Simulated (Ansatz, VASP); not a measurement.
# One calculation of BaTe, two programs

```
CELL_PARAMETERS angstrom
4.26247 0.00000 0.00000
0.00000 4.26247 0.00000
0.00000 0.00000 4.26247
ATOMIC_POSITIONS crystal
Ba 0.00000 0.00000 0.00000
Te 0.50000 0.50000 0.50000
```

Alike in both runs: task single point; functional PBEsol; k mesh 6 × 6 × 6; occupations gaussian, width 0.05 eV; no spin polarisation.

|  | VASP | Ansatz |
| --- | --- | --- |
| version | VASP 6.6.1 | Ansatz 0.2.0 |
| potentials or method | VASP PAW PBE potentials, release 64 (Ba_sv, Te), cutoff 520 eV | scalar-relativistic, plane waves, PAW |
| valence electrons in the cell | 16 | 26 |

```csv
,VASP,Ansatz,Ansatz less VASP
gap on the k mesh at the Fermi level (eV),0.71,0.81,+0.101
least direct gap on the mesh (eV),0.89,0.99,+0.099
pressure (GPa),-1.7,-2.2,-0.48
```

VASP's potentials were made for PBE, not for PBEsol. VASP's potentials hold 16 valence electrons a cell and Ansatz's 26, so a difference there can come from the potentials and not from the codes.

Neither program's run includes spin-orbit coupling.
